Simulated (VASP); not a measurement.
Crystal: PbS.

```xyz
4
Lattice="2.0800 -5.9913 0.0000 2.0800 5.9913 0.0000 0.0000 0.0000 4.2793" Properties=species:S:1:pos:R:3 pbc="T T T"
Pb    2.0800   -4.4268    3.2095
Pb    2.0800    4.4268    1.0698
S     2.0800   -1.7399    3.2095
S     2.0800    1.7399    1.0698
```

Base run:

```yaml
Program: VASP 6.6.1
Functional: r2SCAN
Potentials_or_basis: VASP PAW PBE potentials, release 64 (Pb_d, S)
Cutoff: 520 eV
k_mesh: 6 × 6 × 6
Occupations: gaussian, width 0.01 eV
Spin: no spin polarisation
```

Its results: band gap on the k mesh 1.48 eV (least direct gap 1.78 eV); pressure -0.1 GPa; largest force 0.025 eV/Å.

Question: The run is repeated on the same cell with these changes: functional from r2SCAN to BLYP; further incar settings from ALGO = Normal; EDIFF = 1e-06; NBANDS = 28 to ALGO = Normal; EDIFF = 1e-07; NBANDS = 28. What comes out?

Answer: Band gap on the k mesh 1.26 eV (least direct gap 1.52 eV); pressure 4.7 GPa; largest force 0.237 eV/Å.

Caveats: the PAW data sets were made with another functional, which shifts forces and pressure a little; spin-orbit coupling is left out, which moves the levels of the heavy elements; the cell stands under pressure (at least some runs).

A k mesh can miss the band edges.
